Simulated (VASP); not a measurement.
Runs of VASP 6.6.1 on Li2S. The structure is that of space group Fm-3m (No. 225), or close to it. The cells are those of the table. 

```tsv
task	cell	gap on the mesh (eV)	pressure (GPa)
single point	a = 3.855 Å, angles 60.0°, 3 atoms	3.76	(a)
single point	a = 4.023 Å, angles 60.0°, 3 atoms	3.86	-0.2
single point	a = 3.982 Å, angles 60.0°, 3 atoms	3.84	(b)
single point	a = 3.941 Å, angles 60.0°, 3 atoms	3.81	2.9
single point	a = 4.102 Å, angles 60.0°, 3 atoms	3.88	-2.4
relaxation of cell and atoms	relaxed from a = 4.023 Å, angles 60.0°, 3 atoms	3.85	0.0
single point	a = 4.153 Å, angles 60.0°, 3 atoms	3.90	(c)
single point	a = 3.898 Å, angles 60.0°, 3 atoms	(d)	4.6
single point	a = 4.063 Å, angles 60.0°, 3 atoms	3.87	-1.4
```

Alike in all rows: level r2SCAN; potentials or basis VASP PAW PBE potentials, release 64 (Li_sv, S); no spin polarisation; k mesh 8 × 8 × 8; cutoff (eV) 830; smearing gaussian 0.02 eV.

Q: Fill in the values left out.

A: (a) 6.4; (b) 1.2; (c) -3.6; (d) 3.79.

Caveats: the PAW data sets were made with another functional, which shifts forces and pressure a little.

A k mesh can miss the band edges.
